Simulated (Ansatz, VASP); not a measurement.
**Sb in VASP and in Ansatz**

Contents of POSCAR:

```
Sb
1.0
    3.3986760653      0.0000000000      0.0000000000
   -1.6993380327      2.9433398118      0.0000000000
    0.0000000000      0.0000000000      5.5421447030
Sb
2
Direct
    0.6666666667      0.3333333333      0.7500000000
    0.3333333333      0.6666666667      0.2500000000
```

File INCAR.step1:

```
SYSTEM = Sb
PREC = Accurate ; ENCUT = 520
EDIFF = 1E-5 ; ISMEAR = -1
SIGMA = 0.05 ; LREAL = .FALSE.
LASPH = .TRUE. ; NELM = 60
ALGO = Normal ; ISIF = 2
LWAVE = .TRUE. ; LCHARG = .FALSE.
GGA = PE ; NBANDS = 12
```

Contents of INCAR.step2:

```
SYSTEM = Sb
PREC = Accurate ; ENCUT = 520
EDIFF = 1E-6 ; ISMEAR = -1
SIGMA = 0.05 ; LREAL = .FALSE.
LASPH = .TRUE. ; NELM = 60
ALGO = Normal ; ISIF = 2
LWAVE = .FALSE. ; LCHARG = .FALSE.
GGA = PE ; LHFCALC = .TRUE.
AEXX = 0.25 ; PRECFOCK = Normal
ISTART = 1 ; NBANDS = 12
```

File KPOINTS:

```
Automatic mesh
0
G
  4 4 4
  0 0 0
```

Contents of input.yaml:

```yaml
crystal:
  lattice:
    - [3.3986760653, 0.0, 0.0]
    - [-1.6993380327, 2.9433398118, 0.0]
    - [0.0, 0.0, 5.542144703]
  atoms:
    - { symbol: Sb, position: [0.6666666667, 0.3333333333, 0.75] }
    - { symbol: Sb, position: [0.3333333333, 0.6666666667, 0.25] }
hamiltonian:
  xc: pbe0
  pseudopotentials: { kind: paw }
kpoints:
  mp_grid: { grid: [4, 4, 4] }
scf:
  occupations: { method: fermi_dirac, width: 0.05 }
output:
  forces: true
  stress: true
  eigenvalues: true
```

Alike in both runs: task single point; functional PBE0; k mesh 4 × 4 × 4; occupations fermi-dirac, width 0.05 eV; no spin polarisation.

|  | VASP | Ansatz |
| --- | --- | --- |
| version | VASP 6.6.1 | Ansatz 0.2.0 |
| potentials or method | VASP PAW PBE potentials, release 64 (Sb) | Ansatz PAW |
| plane-wave cutoff (eV) | 520 | 420 |
| valence electrons in the cell | 10 | 30 |

VASP gave:

- gap on the k mesh at the Fermi level (eV): none
- pressure (GPa): -5.5
- traceless stress, the component that is largest in VASP (GPa): 1.15

Question: Which values does Ansatz return?

Answer: gap on the k mesh at the Fermi level (eV): none; pressure (GPa): -4.4; traceless stress, the component that is largest in VASP (GPa): 1.43.

A gap of «none» marks a metal or a gap that the smearing closes. VASP's potentials hold 10 valence electrons a cell and Ansatz's 30, so a difference there can come from the potentials and not from the codes.

The k mesh is coarse, so the values compare programs but aren't converged. Neither program's run includes spin-orbit coupling.
